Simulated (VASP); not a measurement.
# MoS2 (P6_3/mmc) in VASP: further runs

MoS2 is run at these levels: r2SCAN+D3(BJ); tasks: single point.

Program: VASP 6.6.1. These are calculated values, not measurements. Logs are shortened: lines on timing, memory, paths and dates and some standing lists are left out, and cuts for length are marked.

**The experiment to reproduce.**

From “Multiwavelength excitation Raman Scattering Analysis of bulk and 2 dimensional MoS2: Vibrational properties of atomically thin MoS2 layers”, 2015, arxiv:1506.03228, for a bulk crystal of MoS2 at 300 K: band gap 1.3 eV (indirect).

The runs below are set against these values where they give the same quantity.

### Step 1. The cell of the first run

The structure is hexagonal, space group P6_3/mmc (No. 194). The conventional cell has a = 3.169 Å, b = 3.169 Å, c = 12.345 Å, α = 90.00°, β = 90.00°, γ = 120.00°. Within 3.2 Å of Mo (site symmetry -6m2) lie 6 S at 2.40 Å and 6 Mo at 3.17 Å. S (site symmetry 3m) has 3 Mo at 2.40 Å and 7 S at 3.11 to 3.17 Å within 3.2 Å.

### Step 2. Single point, r2SCAN+D3(BJ)

Contents of POSCAR:

```
MoS2
1.0
    3.1688232966      0.0000000000      0.0000000000
   -1.5844116483      2.7442814750      0.0000000000
    0.0000000000      0.0000000000     12.3453255265
Mo S
2 4
Direct
    0.3333333333      0.6666666667      0.2500000000
    0.6666666667      0.3333333333      0.7500000000
    0.3333333333      0.6666666667      0.6241369075
    0.6666666667      0.3333333333      0.1241369075
    0.3333333333      0.6666666667      0.8758630925
    0.6666666667      0.3333333333      0.3758630925
```

Contents of INCAR.step1:

```
PREC = Accurate
ENCUT = 520
ISMEAR = 0
SIGMA = 0.02
LREAL = False
LASPH = True
NELM = 80
NBANDS = 35
GGA = PE
ALGO = Normal
EDIFF = 1E-4
LWAVE = True
LCHARG = False
```

Contents of INCAR.step2:

```
PREC = Accurate
ENCUT = 520
EDIFF = 1E-6
ISMEAR = 0
SIGMA = 0.02
LREAL = False
LASPH = True
NELM = 80
ALGO = Normal
ISIF = 2
LWAVE = False
LCHARG = True
METAGGA = R2SCAN
LMIXTAU = True
IVDW = 12
LELF = True
LVHAR = True
VDW_S6 = 1.0
VDW_S8 = 0.78981345
VDW_A1 = 0.49484001
VDW_A2 = 5.73083694
NBANDS = 35
ISTART = 1
```

Contents of KPOINTS:

```
regular mesh
0
Gamma
  12 12 4
```

Potentials or basis: VASP PAW PBE potentials, release 64 (Mo_sv, S).

Run with:

```console
cat potpaw_PBE.64/Mo_sv/POTCAR potpaw_PBE.64/S/POTCAR > POTCAR
cp INCAR.step1 INCAR
mpirun -np 1 vasp_std > vasp.out
cp INCAR.step2 INCAR
mpirun -np 1 vasp_std > vasp.out
```

OUTCAR:

```text
PREC = Accurate
   ENCUT = 520
   EDIFF = 1E-6
   ISMEAR = 0
   LREAL = False
   LASPH = True
   NELM = 80
   ISIF = 2
   METAGGA = R2SCAN
   IVDW = 12
   ISTART = 1
 IVDW          = 12

 ion  position               nearest neighbor table
   1  0.333  0.667  0.250-   4 2.40   6 2.40   4 2.40   6 2.40   4 2.40   6 2.40
   2  0.667  0.333  0.750-   3 2.40   5 2.40   3 2.40   5 2.40   3 2.40   5 2.40
   3  0.333  0.667  0.624-   2 2.40   2 2.40   2 2.40
   4  0.667  0.333  0.124-   1 2.40   1 2.40   1 2.40
   5  0.333  0.667  0.876-   2 2.40   2 2.40   2 2.40
   6  0.667  0.333  0.376-   1 2.40   1 2.40   1 2.40

  LATTYP: Found a hexagonal cell.
 ALAT       =     3.1688232966
 C/A-ratio  =     3.8958706027

  Lattice vectors:

 A1 = (   3.1688232966,   0.0000000000,   0.0000000000)
 A2 = (  -1.5844116483,   2.7442814750,   0.0000000000)
 A3 = (   0.0000000000,   0.0000000000,  12.3453255265)

Analysis of symmetry for initial positions (statically):
=====================================================================
 Subroutine PRICEL returns:
 Original cell was already a primitive cell.

 Routine SETGRP: Setting up the symmetry group for a
 hexagonal supercell.

 Subroutine GETGRP returns: Found 24 space group operations
 (whereof 12 operations were pure point group operations)
 out of a pool of 24 trial point group operations.

The static configuration has the point symmetry D_3d.
 The point group associated with its full space group is D_6h.

Analysis of symmetry for dynamics (positions and initial velocities):
=====================================================================
 Subroutine PRICEL returns:
 Original cell was already a primitive cell.

 Routine SETGRP: Setting up the symmetry group for a
 hexagonal supercell.

 Subroutine GETGRP returns: Found 24 space group operations
 (whereof 12 operations were pure point group operations)
 out of a pool of 24 trial point group operations.

The dynamic configuration has the point symmetry D_3d.
 The point group associated with its full space group is D_6h.

 Subroutine INISYM returns: Found 24 space group operations
 (whereof 12 operations are pure point group operations),
 and found     1 'primitive' translations

----------------------------------------------------------------------------------------

                                     Primitive cell

[... 99 lines left out ...]
   LREAL  =      F    real-space projection
   EDIFFG = 0.1E-04   stopping-criterion for IOM
   NSW    =      0    number of steps for IOM
   IBRION =     -1    ionic relax: 0-MD 1-quasi-New 2-CG
   NFREE  =      0    steps in history (QN), initial steepest desc. (CG)
   ISIF   =      2    stress and relaxation
   ISYM   =      2    0-nonsym 1-usesym 2-fastsym
   POTIM  = 0.5000    time-step for ionic-motion
   TEBEG  =    0.0;   TEEND  =   0.0 temperature during run
   PSTRESS=    0.0 pullay stress
   NELECT =      52.0000    total number of electrons
   NUPDOWN=      -1.0000    fix difference up-down
   EMIN   =  10.00;   EMAX   =-10.00  energy-range for DOS
   EFERMI =   0.00;   METHOD = LEGACY
   ISMEAR =     0;   SIGMA  =   0.02  broadening in eV -4-tet -1-fermi 0-gaus
   EFERMI_NEDOS =   21; number of points for ismear=-14 and -15
   IALGO  =     38    algorithm
   IMIX   =      4    mixing-type and parameters
     AMIX     =   0.40;   BMIX     =  1.00
     AMIX_MAG =   1.60;   BMIX_MAG =  1.00
  volume/ion in A,a.u.               =      17.89       120.75
  Fermi-wavevector in a.u.,A,eV,Ry     =   1.285680  2.429583 22.490062  1.652973
  Thomas-Fermi vector in A             =   2.417800
   LORBIT       =      0    0 simple, 1 ext, 2 COOP (PROOUT), +10 PAW based schemes
   METAGGA = R2SCAN    functional components
   LHFCALC =     F    Hartree Fock is set to
   AEXX    =    0.0000 exact exchange contribution
   IVDW    =    12    specifies the selected vdW correction
   LEPSILON=     F    determine dielectric tensor
   LRPA    =     F    only Hartree local field effects (RPA)
 non-spin polarized calculation
 Gauss-broadening in eV      SIGMA  =   0.02
  energy-cutoff  :      520.00
  volume of cell :      107.36
 maximum number of plane-waves:      2914
 NGX is ok and might be reduce to    24
   NGX = 11   NGY = 11   NGZ = 45

 number of electron      51.9999997 magnetization

 Free energy of the ion-electron system (eV)
  ---------------------------------------------------
  ext. energy  EPLUGINS =         0.00000000
  ---------------------------------------------------
  free energy    TOTEN  =       -90.05007018 eV

  energy without entropy =      -90.05007018  energy(sigma->0) =      -90.05007018

 E-fermi :   7.5083     XC(G=0): -11.4761

 val. band max:        7.3844319503   @ k =   0.0000   0.0000   0.0000
 cond. band min:       8.4043392071   @ k =   0.1667   0.1667   0.0000
 fundamental gap:      1.0199072567
 Fermi energy:         7.5082973959

 k-point     1 :       0.0000    0.0000    0.0000
  band No.  band energies     occupation
      1     -56.1240      2.00000
      2     -56.1240      2.00000
      3     -29.5482      2.00000
      4     -29.5482      2.00000
      5     -29.3219      2.00000
      6     -29.3219      2.00000
[... 901 lines left out ...]
     34      11.1484      0.00000
     35      14.4918      0.00000

 [... further k-points ...]

------------------------ aborting loop because EDIFF is reached ----------------------------------------

 Edisp (eV)   -1.20162

 E8    (eV) :    -0.3745

  FORCE on cell =-STRESS in cart. coord.  units (eV):
  Direction    XX          YY          ZZ          XY          YZ          ZX
  --------------------------------------------------------------------------------------
  -------------------------------------------------------------------------------------
  Total       0.05832     0.05832    -0.00231     0.00000     0.00000     0.00000
  in kB       0.87029     0.87029    -0.03449     0.00000     0.00000     0.00000
  external pressure =        0.57 kB  Pullay stress =        0.00 kB

 VOLUME and BASIS-vectors are now :
 -----------------------------------------------------------------------------
  energy-cutoff  :      520.00
  volume of cell :      107.36
      direct lattice vectors                 reciprocal lattice vectors
     3.168823297  0.000000000  0.000000000     0.315574554  0.182197054  0.000000000
    -1.584411648  2.744281475  0.000000000     0.000000000  0.364394108  0.000000000
     0.000000000  0.000000000 12.345325526     0.000000000  0.000000000  0.081002319

 POSITION                                       TOTAL-FORCE (eV/Angst)
 -----------------------------------------------------------------------------------
     -0.00000      1.82952      3.08633         0.000000     -0.000000      0.000000
      1.58441      0.91476      9.25899         0.000000      0.000000      0.000000
     -0.00000      1.82952      7.70517        -0.000000      0.000000     -0.004073
      1.58441      0.91476      1.53251        -0.000000     -0.000000     -0.004073
     -0.00000      1.82952     10.81281        -0.000000      0.000000      0.004073
      1.58441      0.91476      4.64015         0.000000     -0.000000      0.004073
 -----------------------------------------------------------------------------------
    total drift:                               -0.000000      0.000000     -0.000000

  FREE ENERGIE OF THE ION-ELECTRON SYSTEM (eV)
  ---------------------------------------------------
  free  energy   TOTEN  =       -91.2516919573 eV

  energy  without entropy=      -91.2516919573  energy(sigma->0) =      -91.25169196
```

OSZICAR.step1:

```text
N       E                     dE             d eps       ncg     rms          rms(c)
DAV:   1     0.438843377144E+03    0.43884E+03   -0.29421E+04  4422   0.141E+03
DAV:   2    -0.237499028460E+02   -0.46259E+03   -0.44829E+03  4808   0.364E+02
DAV:   3    -0.460835779539E+02   -0.22334E+02   -0.21899E+02  4850   0.730E+01
DAV:   4    -0.465439306803E+02   -0.46035E+00   -0.45886E+00  4764   0.105E+01
DAV:   5    -0.465528113674E+02   -0.88807E-02   -0.88787E-02  4713   0.147E+00    0.345E+01
DAV:   6    -0.443782602644E+02    0.21746E+01   -0.12422E+01  4321   0.225E+01    0.127E+01
DAV:   7    -0.439719920942E+02    0.40627E+00   -0.55213E+00  4231   0.146E+01    0.820E+00
DAV:   8    -0.436136144133E+02    0.35838E+00   -0.84204E-01  4267   0.620E+00    0.295E+00
DAV:   9    -0.436237174750E+02   -0.10103E-01   -0.10118E-01  4610   0.158E+00    0.129E+00
DAV:  10    -0.436157350562E+02    0.79824E-02   -0.33355E-02  4390   0.123E+00    0.406E-01
DAV:  11    -0.436158415507E+02   -0.10649E-03   -0.18891E-03  4401   0.234E-01    0.231E-01
DAV:  12    -0.436156542795E+02    0.18727E-03   -0.49246E-04  3951   0.130E-01    0.114E-01
DAV:  13    -0.436156540279E+02    0.25164E-06   -0.15443E-04  2402   0.660E-02
   1 F= -.43615654E+02 E0= -.43615654E+02  d E =-.244407E-39
```

Run time: 13 min. Hardware: 1 thread of AMD EPYC 9755, shared host; peak memory 0.31 GiB.

Results:

```yaml
Free_energy: -91.2517 eV
Pressure: 0.1 GPa
Largest_force: 0.004 eV/Å
Band_gap_on_the_k_mesh: 1.02 eV (least direct gap 1.76 eV)
Dispersion_energy_per_atom: -0.200 eV
```

Forces in eV/Å, atoms in the order of the input:
```
Mo   0.000  0.000  0.000
Mo   0.000  0.000  0.000
S    0.000  0.000 -0.004
S    0.000  0.000 -0.004
S    0.000  0.000  0.004
S    0.000  0.000  0.004
```

Levels at points of the mesh, in eV from the valence-band top:
```csv
k point,band 22,band 23,band 24,band 25,band 26,band 27,band 28,band 29,band 30,band 31
"(0.00, 0.00, 0.00)",-2.34,-2.34,-1.34,-1.15,0.00,2.23,2.23,2.26,2.26,2.41
"(0.50, 0.00, 0.00)",-2.65,-1.92,-1.73,-1.47,-1.35,1.68,1.73,2.11,2.36,3.16
"(0.00, 0.00, 0.50)",-2.36,-2.36,-2.36,-0.29,-0.29,2.24,2.24,2.24,2.24,2.50
"(0.50, 0.00, 0.50)",-2.79,-1.83,-1.83,-1.40,-1.40,1.71,1.71,2.24,2.24,3.51
```

Caveat: the PAW data sets were made with another functional, which shifts forces and pressure a little.

### Step 3. Single point, r2SCAN+D3(BJ)

POSCAR is that of step 2.

Contents of INCAR.step1:

```
PREC     = Accurate       # precision mode
ENCUT    = 520            # plane-wave cutoff, eV
ISMEAR   = 0              # smearing method
SIGMA    = 0.01           # smearing width, eV
LREAL    = False          # projectors in reciprocal space
LASPH    = True           # aspherical terms in the spheres
NELM     = 100            # most SCF steps
NBANDS   = 35             # bands
GGA      = PE             # functional
ALGO     = Normal         # electronic algorithm
EDIFF    = 1E-4           # SCF threshold, eV
LWAVE    = True           # write WAVECAR
LCHARG   = False          # write CHGCAR
```

Contents of INCAR.step2:

```
PREC     = Accurate       # precision mode
ENCUT    = 520            # plane-wave cutoff, eV
EDIFF    = 1E-6           # SCF threshold, eV
ISMEAR   = 0              # smearing method
SIGMA    = 0.01           # smearing width, eV
LREAL    = False          # projectors in reciprocal space
LASPH    = True           # aspherical terms in the spheres
NELM     = 100            # most SCF steps
ALGO     = Normal         # electronic algorithm
ISIF     = 2              # what is computed and relaxed
LWAVE    = False          # write WAVECAR
LCHARG   = False          # write CHGCAR
METAGGA  = R2SCAN         # meta-GGA
LMIXTAU  = True         
IVDW     = 12             # dispersion correction
VDW_S6   = 1.0          
VDW_S8   = 0.78981345   
VDW_A1   = 0.49484001   
VDW_A2   = 5.73083694   
NBANDS   = 35             # bands
ISTART   = 1
```

Contents of KPOINTS:

```
Automatic mesh
0
Gamma
  12 12 4
```

Potentials or basis: VASP PAW PBE potentials, release 64 (Mo_sv, S).

Run with:

```console
cat potpaw_PBE.64/Mo_sv/POTCAR potpaw_PBE.64/S/POTCAR > POTCAR
cp INCAR.step1 INCAR
mpirun -np 1 vasp_std > vasp.out
cp INCAR.step2 INCAR
mpirun -np 1 vasp_std > vasp.out
```

Wall time 14 min (1 thread of AMD EPYC 9755, shared host); peak memory 0.31 GiB.

Results (log left out):

| Quantity | Value |
| --- | --- |
| Free energy | -91.2517 eV |
| Pressure | 0.1 GPa |
| Largest force | 0.004 eV/Å |
| Band gap on the k mesh | 1.02 eV (least direct gap 1.76 eV) |
| Dispersion energy per atom | -0.200 eV |

Forces in eV/Å, atoms in the order of the input:
```
Mo   0.000  0.000  0.000
Mo   0.000  0.000  0.000
S    0.000  0.000 -0.004
S    0.000  0.000 -0.004
S    0.000  0.000  0.004
S    0.000  0.000  0.004
```

Stress tensor (GPa, compression positive):
```
0.09 0.00 0.00
0.00 0.09 0.00
0.00 0.00 0.00
```

Levels at points of the mesh, in eV from the valence-band top:
```
           k point  band 24  band 25  band 26  band 27  band 28  band 29
(0.00, 0.00, 0.00)    -1.34    -1.15     0.00     2.23     2.23     2.26
(0.50, 0.00, 0.00)    -1.73    -1.47    -1.35     1.68     1.73     2.11
(0.00, 0.00, 0.50)    -2.36    -0.29    -0.29     2.24     2.24     2.24
(0.50, 0.00, 0.50)    -1.83    -1.40    -1.40     1.71     1.71     2.24
```

Caveat: the PAW data sets were made with another functional, which shifts forces and pressure a little. A k mesh can miss the band edges.

### Step 4. How close it comes

Step 2. A measured gap of MoS2 is 1.3 eV (indirect; 300 K; “Multiwavelength excitation Raman Scattering Analysis of bulk and 2 dimensional MoS2: Vibrational properties of atomically thin MoS2 layers”, 2015, arxiv:1506.03228); the calculated 1.02 eV misses it by -0.28 eV. Spin-orbit coupling on Mo is left out. The value is that of r2SCAN+D3(BJ) on a finite k mesh, which can miss the band edges, without temperature or zero-point motion.
